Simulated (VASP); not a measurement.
A run of VASP 6.6.1 is set up as follows.

INCAR

```
SYSTEM = ZnS
ALGO = Normal
EDIFF = 1E-6
ENCUT = 520
GGA = PE
ISIF = 2
ISMEAR = 0
LASPH = .TRUE.
LCHARG = .FALSE.
LREAL = .FALSE.
LWAVE = .FALSE.
NBANDS = 46
NELM = 60
PREC = Accurate
SIGMA = 0.05
```

The input KPOINTS:

```
k-points
0
G
  8 8 2
  0 0 0
```

Contents of POSCAR:

```
ZnS
1.0
   -3.8454929872      0.0000000000      0.0000000000
   -1.9227464936     -3.3302946170      0.0000000000
   -1.1536478962      0.0000000000     12.6106666151
Zn S
4 4
Direct
    0.1364253648      0.3333333333      0.6563598951
    0.2864253648      0.3333333333      0.1563598951
    0.3947586981      0.6666666667      0.9063598951
    0.5447586981      0.6666666667      0.4063598951
    0.0802413019      0.3333333333      0.8436401049
    0.2302413019      0.3333333333      0.3436401049
    0.6385746352      0.6666666667      0.0936401049
    0.4885746352      0.6666666667      0.5936401049
```

Potentials or basis: VASP PAW PBE potentials, release 64 (Zn, S).

Run with:

```sh
$ cat potpaw_PBE.64/Zn/POTCAR potpaw_PBE.64/S/POTCAR > POTCAR
$ mpirun -np 1 vasp_std > vasp.out
```

**Question.** Predict the band gap on the k mesh.

**Answer.** 1.71 eV.

**Question.** Predict the pressure.

**Answer.** -0.3 GPa.

Forces on the atoms (eV/Å):
```
Zn  -0.036  0.023 -0.103
Zn  -0.065  0.127  0.057
Zn  -0.379 -0.047  0.234
Zn   0.001  0.003 -0.109
S   -0.209  0.129  0.080
S    0.036 -0.017  0.123
S    0.655 -0.227 -0.373
S   -0.004  0.009  0.092
```

Caveat: the cell differs from its parent crystal (the part above a cut slid along it).
